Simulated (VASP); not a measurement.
Input of a VASP 6.6.1 run:

Contents of INCAR:

```
SYSTEM = I
PREC = Accurate
ENCUT = 600
EDIFF = 1E-6
ISMEAR = -1
SIGMA = 0.05
LREAL = .False.
LASPH = .True.
NELM = 80
ALGO = Normal
ISIF = 3
LWAVE = .False.
LCHARG = .False.
GGA = PS
IBRION = 2
NSW = 60
EDIFFG = -0.01
PSTRESS = 300.0
```

KPOINTS

```
regular mesh
0
Gamma
  9 9 9
  0 0 0
```

File POSCAR:

```
I
1.0
    0.0000000000      2.3656004428      3.9098401324
    2.1922454667      0.0000000000      3.9098401324
    2.1922454667      2.3656004428      0.0000000000
I
1
Direct
    0.0000000000      0.0000000000      0.0000000000
```

Potentials or basis: VASP PAW PBE potentials, release 64 (I).

Launch:

```console
$ cat potpaw_PBE.64/I/POTCAR > POTCAR
$ mpirun -np 1 vasp_std > vasp.out
```

(1) Predict the relaxed cell.

(2) Predict the space group after relaxing (to 0.1 Å).

(3) Estimate the band gap on the k mesh.

(4) What does it give for the relaxed volume?

Answers

(1) a = 3.298 Å, b = 3.297 Å, c = 2.981 Å, α = 63.15°, β = 63.11°, γ = 53.75°.

(2) I4/mmm (No. 139).

(3) zero (an odd number of electrons rules out a gap without spin polarisation).

(4) 22.54 Å³/atom.

Caveat: the cell is relaxed towards a set pressure, so the run minimises the enthalpy, not the energy; the volume moved by over 15 % at a fixed basis, so the end points are rough; the PAW data sets were made with another functional, which shifts forces and pressure a little; spin-orbit coupling is left out, which moves the levels of the heavy elements; an odd number of electrons without spin polarisation forces a metal; a magnetic or distorted state may lie lower.
